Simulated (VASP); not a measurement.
Wanted: the native input for a VASP 6.6.1 run.

```
Task                   : single point
Functional             : PBE
Potentials or basis    : VASP PAW PBE potentials, release 64 (Zn, Sn_d, O)
Cutoff                 : 520 eV
k mesh                 : 4 × 2 × 4
Occupations            : gaussian, width 0.1 eV
Spin                   : no spin polarisation
Dipole correction      : no
Further INCAR settings : ALGO = Normal; EDIFF = 1e-06; NBANDS = 68
```

The structure of Zn2SnO3 lies in POSCAR:

```
Zn2SnO3
1.0
    0.0000000000     -5.6776667684      0.0000000000
    0.0000000000      0.0000000000      5.7628678660
   -5.1986795050      2.8388333842      0.0000000000
Zn Sn O
4 2 6
Direct
    0.1526714075      0.9968875109      0.6590077301
    0.4936636775      0.9968875109      0.3409922699
    0.5063363225      0.4968875109      0.6590077301
    0.8473285925      0.4968875109      0.3409922699
    0.2218482522      0.5168629345      0.0000000000
    0.7781517478      0.0168629345      0.0000000000
    0.1672075898      0.3444357993      0.6266931208
    0.5405144689      0.3444357993      0.3733068792
    0.8517265697      0.4734904450      0.0000000000
    0.4594855311      0.8444357993      0.6266931208
    0.8327924102      0.8444357993      0.3733068792
    0.1482734303      0.9734904450      0.0000000000
```

These files were run (other wordings do the same):

INCAR

```
SYSTEM = Zn2SnO3
PREC = Accurate ; ENCUT = 520
EDIFF = 1E-6 ; ISMEAR = 0
SIGMA = 0.1 ; LREAL = .False.
LASPH = .True. ; NELM = 60
ALGO = Normal ; ISIF = 2
LWAVE = .False. ; LCHARG = .True.
GGA = PE ; LELF = .True.
LVHAR = .True. ; NBANDS = 68
```

KPOINTS

```
regular mesh
0
Gamma
  4 2 4
  0 0 0
```

Potentials or basis: VASP PAW PBE potentials, release 64 (Zn, Sn_d, O).

Command:

```sh
$ cat potpaw_PBE.64/Zn/POTCAR potpaw_PBE.64/Sn_d/POTCAR potpaw_PBE.64/O/POTCAR > POTCAR
$ mpirun -np 1 vasp_std > vasp.out
```

It gave:

```
Pressure               : 0.5 GPa
Largest force          : 0.064 eV/Å
Band gap on the k mesh : 1.44 eV (least direct gap 1.54 eV)
```

Caveat: the k points lie up to 0.55 Å⁻¹ apart; spin-orbit coupling is left out, which moves the levels of the heavy elements.

Wall time 3 min on 1 thread of Intel(R) Xeon(R) Platinum 8488C (Sapphire Rapids), on a shared host, peak memory 0.37 GiB.
